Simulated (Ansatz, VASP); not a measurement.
**Two plane-wave programs on Bi**

```
CELL_PARAMETERS angstrom
5.53348 0.00000 0.00000
-2.76674 4.79214 0.00000
0.00000 0.00000 3.25399
ATOMIC_POSITIONS crystal
Bi 0.00000 0.00000 0.00000
Bi 0.33333 0.66667 0.50000
Bi 0.66667 0.33333 0.50000
```

Alike in both runs: task single point; functional revPBE; k mesh 7 × 7 × 11; occupations fermi-dirac, width 0.1 eV; no spin polarisation.

```csv
,VASP,Ansatz
version,VASP 6.6.1,Ansatz 0.2.0
potentials or method,"VASP PAW PBE potentials, release 64 (Bi_d), cutoff 520 eV","plane waves (420 eV) with PAW, scalar-relativistic"
valence electrons in the cell,45,45
```

```csv
,VASP,Ansatz,Ansatz less VASP
pressure (GPa),8.1,8.2,+0.06
"traceless stress, the component that is largest in VASP (GPa)",1.45,1.46,+0.006
```

VASP's potentials were made for PBE, not for revPBE.

Neither program's run includes spin-orbit coupling.
